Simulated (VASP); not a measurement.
## Ni: single point with r2SCAN

Ni:

```
Ni
1.0
     0.00000    1.76735    1.76735
     1.76735    0.00000    1.76735
     1.76735    1.76735    0.00000
Ni
1
Direct
  0.00000 0.00000 0.00000
```

```
Program                : VASP 6.6.1
Task                   : single point
Functional             : r2SCAN
Potentials or basis    : VASP PAW PBE potentials, release 64 (Ni)
Cutoff                 : 520 eV
k mesh                 : 14 × 14 × 14
Occupations            : gaussian, width 0.1 eV
Spin                   : collinear spin, ferromagnetic start
Starting moments       : [2.0] μB
Dipole correction      : no
Further INCAR settings : ALGO = Normal; EDIFF = 1e-06; NBANDS = 15
```

```
Pressure                                              : -8.8 GPa
Net moment                                            : 0.75 μB per cell
Site moments                                          : Ni +0.78 μB
Valence electrons inside the program's atomic spheres : Ni 9.32
```

Levels at points of the mesh, in eV from the Fermi level:
Spin up:
```csv
k point,band 2,band 3,band 4,band 5,band 6,band 7,band 8,band 9
"(0.00, 0.00, 0.00)",-2.95,-2.95,-2.95,-1.68,-1.68,24.39,28.42,28.42
"(0.50, 0.00, 0.00)",-2.87,-2.86,-1.11,-1.11,-0.39,5.50,22.85,25.34
"(0.50, 0.50, 0.00)",-4.67,-1.05,-1.05,-0.98,2.46,9.19,15.24,15.24
```
Spin down:
```tsv
k point	band 2	band 3	band 4	band 5	band 6	band 7
(0.00, 0.00, 0.00)	-1.57	-1.57	-1.57	-0.90	-0.90	24.12
(0.50, 0.00, 0.00)	-1.92	-1.92	-0.62	0.18	0.18	6.22
(0.50, 0.50, 0.00)	-3.59	-0.17	0.55	0.55	2.19	9.54
```

Run time: 5.9 min on 1 thread of AMD EPYC 7R13, on a shared host, peak memory 0.12 GiB.

Caveat: the PAW data sets were made with another functional, which shifts forces and pressure a little.
